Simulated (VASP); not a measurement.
Wanted: the native input for a VASP 6.6.1 run.

| Property | Result |
| --- | --- |
| Task | single point |
| Functional | PBE |
| Potentials or basis | VASP PAW PBE potentials, release 64 (Ir) |
| Cutoff | 520 eV |
| k mesh | 23 × 23 × 23 |
| Occupations | fermi-dirac, width 0.05 eV |
| Spin | collinear spin, ferromagnetic start |
| Starting moments | [0.503] μB |
| Dipole correction | no |
| Further INCAR settings | ALGO = Normal; EDIFF = 1e-07; NBANDS = 14 |

The structure of Ir lies in POSCAR:

```
Ir
1.0
   -1.5135434248      1.5135434248      1.5135434248
    1.5135434248     -1.5135434248      1.5135434248
    1.5135434248      1.5135434248     -1.5135434248
Ir
1
Direct
    0.0000000000      0.0000000000      0.0000000000
```

This cell differs from its parent crystal: volume scaled by 0.92.

The input as run:

INCAR

```
SYSTEM = Ir
PREC     = Accurate       ! precision mode
ENCUT    = 520            ! plane-wave cutoff, eV
EDIFF    = 1E-7           ! SCF threshold, eV
ISMEAR   = -1             ! smearing method
SIGMA    = 0.05           ! smearing width, eV
LREAL    = .FALSE.        ! projectors in reciprocal space
LASPH    = .TRUE.         ! aspherical terms in the spheres
NELM     = 150            ! most SCF steps
ALGO     = Normal         ! electronic algorithm
ISIF     = 2              ! what is computed and relaxed
LWAVE    = .FALSE.        ! write WAVECAR
LCHARG   = .FALSE.        ! write CHGCAR
ISPIN    = 2              ! spin polarisation
MAGMOM   = 0.503          ! initial moments
LORBIT   = 11             ! projections on sites
LMAXMIX  = 4              ! l up to which the mixer works
GGA      = PE             ! functional
NBANDS   = 14             ! bands
```

KPOINTS

```
regular mesh
0
G
  23 23 23
  0 0 0
```

Potentials or basis: VASP PAW PBE potentials, release 64 (Ir).

Command:

```bash
$ cat potpaw_PBE.64/Ir/POTCAR > POTCAR
$ mpirun -np 1 vasp_std > vasp.out
```

Results of the run:

* Pressure: 32.3 GPa
* Net moment: 0.40 μB per cell
* Site moments: Ir +0.40 μB
* Valence electrons inside the program's atomic spheres: Ir 8.49

It took 58 s on 1 thread of Intel(R) Xeon(R) 6975P-C (Granite Rapids), on a shared host, peak memory 0.22 GiB.
